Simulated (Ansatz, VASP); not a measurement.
# One calculation of TaN, two programs

Contents of INCAR:

```
ALGO = Normal
EDIFF = 1E-6
ENCUT = 520
ISIF = 2
ISMEAR = 0
LASPH = T
LCHARG = F
LREAL = F
LWAVE = F
NBANDS = 15
NELM = 60
PREC = Accurate
SIGMA = 0.15
```

KPOINTS

```
k-points
0
Gamma
  18 18 18
```

File POSCAR:

```
TaN
1.0
    0.0000000000      2.1738356505      2.1738356505
    2.1738356505      0.0000000000      2.1738356505
    2.1738356505      2.1738356505      0.0000000000
Ta N
1 1
Direct
    0.4967417379      0.5054304368      0.5032582621
    0.0420914985     -0.0701524975     -0.0420914985
```

Input for Ansatz:

```yaml
crystal:
  lattice:
    - [0.0, 2.1738356505, 2.1738356505]
    - [2.1738356505, 0.0, 2.1738356505]
    - [2.1738356505, 2.1738356505, 0.0]
  atoms:
    - { symbol: Ta, position: [0.4967417379, 0.5054304368, 0.5032582621] }
    - { symbol: "N", position: [0.0420914985, -0.0701524975, -0.0420914985] }
basis:
  ecutwfc: 520.0
kpoints:
  mp_grid: { grid: [18, 18, 18] }
hamiltonian:
  xc: lda
  pseudopotentials: { kind: paw, azcp: { folder: soft_1 } }
scf:
  occupations: { method: gaussian, width: 0.15 }
output:
  forces: true
  stress: true
  eigenvalues: true
  write_density: true
  write_potential: true
  elf: true
  volumetric_format: npy
```

Change from the starting cell: mode 4 frozen in at -0.244 Å and mode 6 at -0.061 Å (largest displacements).

Alike in both runs: task single point; functional LDA; k mesh 18 × 18 × 18; occupations gaussian, width 0.15 eV; no spin polarisation.

```csv
,VASP,Ansatz
version,VASP 6.6.1,Ansatz 0.2.0
potentials or method,"VASP PAW LDA potentials, release 64 (Ta_pv, N), cutoff 520 eV","scalar-relativistic, plane waves, PAW"
valence electrons in the cell,16,18
```

VASP gave:

```
gap on the k mesh at the Fermi level (eV)                     : none
pressure (GPa)                                                : 16.6
traceless stress, the component that is largest in VASP (GPa) : 25.40
rms of the force components (eV/Å)                            : 2.035
```

**Question.** What did Ansatz give for the same quantities?

**Answer.** gap on the k mesh at the Fermi level (eV): none; pressure (GPa): 14.1; traceless stress, the component that is largest in VASP (GPa): 24.87; rms of the force components (eV/Å): 1.992.

Ansatz warns that its potentials were made for another functional, while VASP's fit it. LDA's correlation is that of Perdew and Zunger in VASP and of Perdew and Wang (1992) in Ansatz. Atom by atom the forces differ by 0.043 eV/Å (rms over components). A gap of «none» marks a metal or a gap that the smearing closes. VASP's potentials hold 16 valence electrons a cell and Ansatz's 18, so a difference there can come from the potentials and not from the codes.

Spin-orbit coupling is off throughout.
